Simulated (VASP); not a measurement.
# Fe (Im-3m) in VASP: further runs

The runs below take Fe through single point, relaxation of cell and atoms, with PBEsol+D3(BJ), LDA, RPBE+D3(BJ).

Program: VASP 6.6.1. These are calculated values, not measurements. Logs are shortened: lines on timing, memory, paths and dates and some standing lists are left out, and cuts for length are marked.

**1. The cell of the first run**

The structure is cubic, space group Im-3m (No. 229). Conventional cell: a = 2.763 Å, b = 2.763 Å, c = 2.763 Å, α = 90.00°, β = 90.00°, γ = 90.00°. Within 3.2 Å of Fe (site symmetry m-3m) lie 14 Fe at 2.39 to 2.76 Å.

**2. Single point, PBEsol+D3(BJ), collinear spin, ferromagnetic start**

The input, INCAR:

```
PREC = Accurate
ENCUT = 520
EDIFF = 1E-6
ISMEAR = -1
SIGMA = 0.05
LREAL = F
LASPH = T
NELM = 150
ALGO = Normal
ISIF = 2
LWAVE = F
LCHARG = F
ISPIN = 2
MAGMOM = 3
LORBIT = 11
LMAXMIX = 4
GGA = PS
IVDW = 12
NBANDS = 14
```

The input, KPOINTS:

```
Automatic mesh
0
Gamma
  13 13 13
```

The input, POSCAR:

```
Fe
1.0
   -1.3815457233      1.3815457233      1.3815457233
    1.3815457233     -1.3815457233      1.3815457233
    1.3815457233      1.3815457233     -1.3815457233
Fe
1
Direct
    0.0000000000      0.0000000000      0.0000000000
```

Potentials or basis: VASP PAW PBE potentials, release 64 (Fe).

Started as:

```bash
> cat potpaw_PBE.64/Fe/POTCAR > POTCAR
> mpirun -np 1 vasp_std > vasp.out
```

OUTCAR:

```text
PREC = Accurate
   ENCUT = 520
   EDIFF = 1E-6
   ISMEAR = -1
   LREAL = F
   LASPH = T
   NELM = 150
   ISIF = 2
   ISPIN = 2
   LORBIT = 11
   GGA = PS
   IVDW = 12
 IVDW          = 12

 ion  position               nearest neighbor table
   1  0.000  0.000  0.000-

  LATTYP: Found a body centered cubic cell.
 ALAT       =     2.7630914466

  Lattice vectors:

 A1 = (  -1.3815457233,   1.3815457233,   1.3815457233)
 A2 = (   1.3815457233,  -1.3815457233,   1.3815457233)
 A3 = (   1.3815457233,   1.3815457233,  -1.3815457233)

Analysis of symmetry for initial positions (statically):
=====================================================================
 Subroutine PRICEL returns:
 Original cell was already a primitive cell.

 Routine SETGRP: Setting up the symmetry group for a
 body centered cubic supercell.

 Subroutine GETGRP returns: Found 48 space group operations
 (whereof 48 operations were pure point group operations)
 out of a pool of 48 trial point group operations.

The static configuration has the point symmetry O_h .

Analysis of symmetry for dynamics (positions and initial velocities):
=====================================================================
 Subroutine PRICEL returns:
 Original cell was already a primitive cell.

 Routine SETGRP: Setting up the symmetry group for a
 body centered cubic supercell.

 Subroutine GETGRP returns: Found 48 space group operations
 (whereof 48 operations were pure point group operations)
 out of a pool of 48 trial point group operations.

The dynamic configuration has the point symmetry O_h .

Analysis of structural, dynamic, and magnetic symmetry:
=====================================================================
 Subroutine PRICEL returns:
 Original cell was already a primitive cell.

 Routine SETGRP: Setting up the symmetry group for a
 body centered cubic supercell.

 Subroutine GETGRP returns: Found 48 space group operations
 (whereof 48 operations were pure point group operations)
 out of a pool of 48 trial point group operations.

The overall configuration has the point symmetry O_h .

 Subroutine INISYM returns: Found 48 space group operations
 (whereof 48 operations are pure point group operations),
 and found     1 'primitive' translations

----------------------------------------------------------------------------------------

                                     Primitive cell

  volume of cell :      10.5477

  direct lattice vectors                    reciprocal lattice vectors
    -1.381545723  1.381545723  1.381545723     0.000000000  0.361913465  0.361913465
     1.381545723 -1.381545723  1.381545723     0.361913465  0.000000000  0.361913465
     1.381545723  1.381545723 -1.381545723     0.361913465  0.361913465  0.000000000

  length of vectors
     2.392907386  2.392907386  2.392907386     0.511822931  0.511822931  0.511822931

  position of ions in fractional coordinates (direct lattice)
     0.000000000  0.000000000  0.000000000

  ion indices of the primitive-cell ions
   primitive index   ion index
                 1           1

----------------------------------------------------------------------------------------

 KPOINTS: Automatic mesh

Automatic generation of k-mesh.
 Grid dimensions read from file:
 generate k-points for:   13   13   13

 Generating k-lattice:

  Cartesian coordinates                     Fractional coordinates (reciprocal lattice)
     0.000000000  0.027839497  0.027839497     0.076923077  0.000000000  0.000000000
     0.027839497  0.000000000  0.027839497     0.000000000  0.076923077  0.000000000
     0.027839497  0.027839497  0.000000000     0.000000000  0.000000000  0.076923077

  Length of vectors
     0.039370995  0.039370995  0.039370995

  Shift w.r.t. Gamma in fractional coordinates (k-lattice)
     0.000000000  0.000000000  0.000000000

 Subroutine IBZKPT returns following result:
 ===========================================

 Found     84 irreducible k-points:

 Following reciprocal coordinates:
            Coordinates               Weight
  0.000000  0.000000  0.000000      1.000000
  0.076923  0.000000  0.000000     12.000000
  0.153846  0.000000  0.000000     12.000000
  0.230769  0.000000  0.000000     12.000000
  0.307692  0.000000  0.000000     12.000000
  0.384615  0.000000  0.000000     12.000000
[... 16 lines left out ...]
  0.153846  0.076923  0.076923     24.000000
  0.230769  0.076923  0.076923     24.000000
 [... further k-points ...]
   k-points           NKPTS =     84   k-points in BZ     NKDIM =     84   number of bands    NBANDS=     14
   number of dos      NEDOS =    301   number of ions     NIONS =      1
   total plane-waves  NPLWV =   5832
   dimension x,y,z NGX =    18 NGY =   18 NGZ =   18
   dimension x,y,z NGXF=    36 NGYF=   36 NGZF=   36
   ions per type =               1
   NGX,Y,Z   is equivalent  to a cutoff of  12.51, 12.51, 12.51 a.u.
   NGXF,Y,Z  is equivalent  to a cutoff of  25.01, 25.01, 25.01 a.u.
 SYSTEM =  unknown system
   PREC   = accura    normal or accurate (medium, high low for compatibility)
   ISTART =      0    job   : 0-new  1-cont  2-samecut
   ICHARG =      2    charge: 1-file 2-atom 10-const
   ISPIN  =      2    spin polarized calculation?
   LNONCOLLINEAR =      F non collinear calculations
   LSORBIT =      F    spin-orbit coupling
   LASPH  =      T    aspherical Exc in radial PAW
   ENCUT  =  520.0 eV  38.22 Ry    6.18 a.u.   4.45  4.45  4.45*2*pi/ulx,y,z
   NELM   =    150;   NELMIN=  2; NELMDL= -5     # of ELM steps
   EDIFF  = 0.1E-05   stopping-criterion for ELM
   LREAL  =      F    real-space projection
   EDIFFG = 0.1E-04   stopping-criterion for IOM
   NSW    =      0    number of steps for IOM
   IBRION =     -1    ionic relax: 0-MD 1-quasi-New 2-CG
   NFREE  =      0    steps in history (QN), initial steepest desc. (CG)
   ISIF   =      2    stress and relaxation
   ISYM   =      2    0-nonsym 1-usesym 2-fastsym
   POTIM  = 0.5000    time-step for ionic-motion
   TEBEG  =    0.0;   TEEND  =   0.0 temperature during run
   PSTRESS=    0.0 pullay stress
   NELECT =       8.0000    total number of electrons
   NUPDOWN=      -1.0000    fix difference up-down
   EMIN   =  10.00;   EMAX   =-10.00  energy-range for DOS
   EFERMI =   0.00;   METHOD = LEGACY
   ISMEAR =    -1;   SIGMA  =   0.05  broadening in eV -4-tet -1-fermi 0-gaus
   EFERMI_NEDOS =   21; number of points for ismear=-14 and -15
   IALGO  =     38    algorithm
   IMIX   =      4    mixing-type and parameters
     AMIX     =   0.40;   BMIX     =  1.00
     AMIX_MAG =   1.60;   BMIX_MAG =  1.00
  volume/ion in A,a.u.               =      10.55        71.18
  Fermi-wavevector in a.u.,A,eV,Ry     =   1.492976  2.821316 30.327088  2.228978
  Thomas-Fermi vector in A             =   2.605436
   LORBIT       =     11    0 simple, 1 ext, 2 COOP (PROOUT), +10 PAW based schemes
   GGA     = PS    functional components
   LHFCALC =     F    Hartree Fock is set to
   AEXX    =    0.0000 exact exchange contribution
   IVDW    =    12    specifies the selected vdW correction
   LEPSILON=     F    determine dielectric tensor
   LRPA    =     F    only Hartree local field effects (RPA)
 spin polarized calculation
  energy-cutoff  :      520.00
  volume of cell :       10.55
 maximum number of plane-waves:       321
 NGX is ok and might be reduce to    18
   NGX =  9   NGY =  9   NGZ =  9

 number of electron       7.9999996 magnetization       2.0332402

 Free energy of the ion-electron system (eV)
  ---------------------------------------------------
  ext. energy  EPLUGINS =         0.00000000
  ---------------------------------------------------
  free energy    TOTEN  =        -8.91820890 eV

  energy without entropy =       -8.90986290  energy(sigma->0) =       -8.91403590

 E-fermi :   6.5362     XC(G=0): -13.7070

 val. band max:        6.5223766823   @ k =  -0.3846   0.4615   0.0769
 cond. band min:       6.5503687436   @ k =  -0.3077   0.3077   0.1538
 fundamental gap:      0.0279920613
 Fermi energy:         6.5362369792

 spin component 1

 k-point     1 :       0.0000    0.0000    0.0000
  band No.  band energies     occupation
      1      -2.5014      1.00000
      2       4.0253      1.00000
      3       4.0253      1.00000
      4       4.0253      1.00000
      5       5.4384      1.00000
      6       5.4384      1.00000
      7      32.1201      0.00000
      8      32.1201      0.00000
      9      32.1201      0.00000
     10      37.7248      0.00000
     11      37.7248      0.00000
     12      40.4519      0.00000
     13      40.4519      0.00000
     14      40.4519      0.00000
[... 375 lines left out ...]
 k-point    24 :       0.2308    0.0769    0.0769
  band No.  band energies     occupation
      1       1.0563      1.00000
      2       3.0817      1.00000
      3       3.5319      1.00000
      4       5.3824      1.00000
      5       5.5643      1.00000
      6       6.7489      0.01401
      7      20.6212      0.00000
      8      24.6414      0.00000
      9      27.0426      0.00000
     10      34.1549      0.00000
     11      38.8589      0.00000
     12      40.9265      0.00000
     13      42.9654      0.00000
     14      46.6135      0.00000

 [... further k-points ...]

 spin component 2

 k-point     1 :       0.0000    0.0000    0.0000
  band No.  band energies     occupation
      1      -2.2406      1.00000
      2       5.7851      1.00000
      3       5.7852      1.00000
      4       5.7852      1.00000
      5       7.9537      0.00000
      6       7.9537      0.00000
      7      32.0529      0.00000
      8      32.0529      0.00000
      9      32.0529      0.00000
     10      38.0531      0.00000
     11      38.0531      0.00000
     12      41.1480      0.00000
     13      41.1480      0.00000
     14      41.1480      0.00000
[... 375 lines left out ...]
 k-point    24 :       0.2308    0.0769    0.0769
  band No.  band energies     occupation
      1       1.5919      1.00000
      2       4.6812      1.00000
      3       4.9838      1.00000
      4       7.7582      0.00000
      5       8.0975      0.00000
      6       8.5635      0.00000
      7      21.4165      0.00000
      8      25.1155      0.00000
      9      27.7456      0.00000
     10      34.3222      0.00000
     11      39.4663      0.00000
     12      41.2545      0.00000
     13      43.3557      0.00000
     14      47.1897      0.00000

 [... further k-points ...]

------------------------ aborting loop because EDIFF is reached ----------------------------------------

 Edisp (eV)   -0.35758

 E8    (eV) :    -0.2396

  FORCE on cell =-STRESS in cart. coord.  units (eV):
  Direction    XX          YY          ZZ          XY          YZ          ZX
  --------------------------------------------------------------------------------------
  -------------------------------------------------------------------------------------
  Total      -0.00153    -0.00153    -0.00153    -0.00000    -0.00000     0.00000
  in kB      -0.23192    -0.23192    -0.23192    -0.00000    -0.00000     0.00000
  external pressure =       -0.23 kB  Pullay stress =        0.00 kB

 VOLUME and BASIS-vectors are now :
 -----------------------------------------------------------------------------
  energy-cutoff  :      520.00
  volume of cell :       10.55
      direct lattice vectors                 reciprocal lattice vectors
    -1.381545723  1.381545723  1.381545723     0.000000000  0.361913465  0.361913465
     1.381545723 -1.381545723  1.381545723     0.361913465  0.000000000  0.361913465
     1.381545723  1.381545723 -1.381545723     0.361913465  0.361913465  0.000000000

 POSITION                                       TOTAL-FORCE (eV/Angst)
 -----------------------------------------------------------------------------------
      0.00000      0.00000      0.00000         0.000000     -0.000000      0.000000
 -----------------------------------------------------------------------------------
    total drift:                                0.000000     -0.000000      0.000000

  FREE ENERGIE OF THE ION-ELECTRON SYSTEM (eV)
  ---------------------------------------------------
  free  energy   TOTEN  =        -9.2757893730 eV

  energy  without entropy=       -9.2674433741  energy(sigma->0) =       -9.27161637

 total charge

# of ion       s       p       d       tot
------------------------------------------
    1        0.523   0.614   6.303   7.439

 magnetization (x)

# of ion       s       p       d       tot
------------------------------------------
    1       -0.013  -0.051   2.075   2.011
```

It took 14 s on 1 thread of AMD EPYC 9R14 (Zen 4), shared host; peak memory 0.11 GiB.

What came out:

```
Free energy                                           : -9.2758 eV
Pressure                                              : 0.0 GPa
Band gap on the k mesh                                : zero (filled and empty bands overlap)
Net moment                                            : 2.03 μB per cell
Site moments                                          : Fe +2.01 μB
Valence electrons inside the program's atomic spheres : Fe 7.44
Dispersion energy per atom                            : -0.358 eV
```

Caveat: the PAW data sets were made with another functional, which shifts forces and pressure a little; pairwise dispersion overbinds metals, which lowers pressure and volume.

(Part 1 of 3 ends here.)
